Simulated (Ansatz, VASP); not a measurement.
# NaCuH4: VASP beside Ansatz

```
Na Cu H
1.0
     3.07522   -2.72411    0.02493
     3.07522    2.72411    0.02493
    -0.13982    0.00000    9.92872
Na Cu H
2 2 8
Direct
  0.99762 0.00238 0.75000
  0.00238 0.99762 0.25000
  0.00000 0.50000 0.50000
  0.50000 0.00000 0.00000
  0.44161 0.08125 0.49998
  0.49883 0.00199 0.84513
  0.99801 0.50117 0.65487
  0.08125 0.44161 0.99998
  0.55839 0.91875 0.50002
  0.50117 0.99801 0.15487
  0.00199 0.49883 0.34513
  0.91875 0.55839 0.00002
```

Change from the starting cell: the structure that the rattled cell fell into.

Alike in both runs: functional PBE; k mesh 8 × 8 × 4; occupations gaussian, width 0.02 eV; no spin polarisation.

Ansatz relaxed the structure, and its values are those at the end. VASP's run is a single point on that final structure, the one shown.

```csv
,VASP,Ansatz
version,VASP 6.6.1,Ansatz 0.2.0
potentials or method,"VASP PAW PBE potentials, release 64 (Na_pv, Cu, H), cutoff 520 eV","scalar-relativistic, plane waves, PAW"
valence electrons in the cell,44,64
```

|  | VASP | Ansatz | Ansatz less VASP |
| --- | --- | --- | --- |
| gap on the k mesh at the Fermi level (eV) | 1.87 | 1.85 | -0.021 |
| least direct gap on the mesh (eV) | 1.89 | 1.87 | -0.021 |
| pressure (GPa) | -0.1 | 0.0 | +0.04 |
| rms of the force components (eV/Å) | 0.008 | 0.002 | -0.0053 |

The functional is the same, so the differences come from potentials, cutoffs and numerics. VASP's potentials hold 44 valence electrons a cell and Ansatz's 64, so a difference there can come from the potentials and not from the codes.
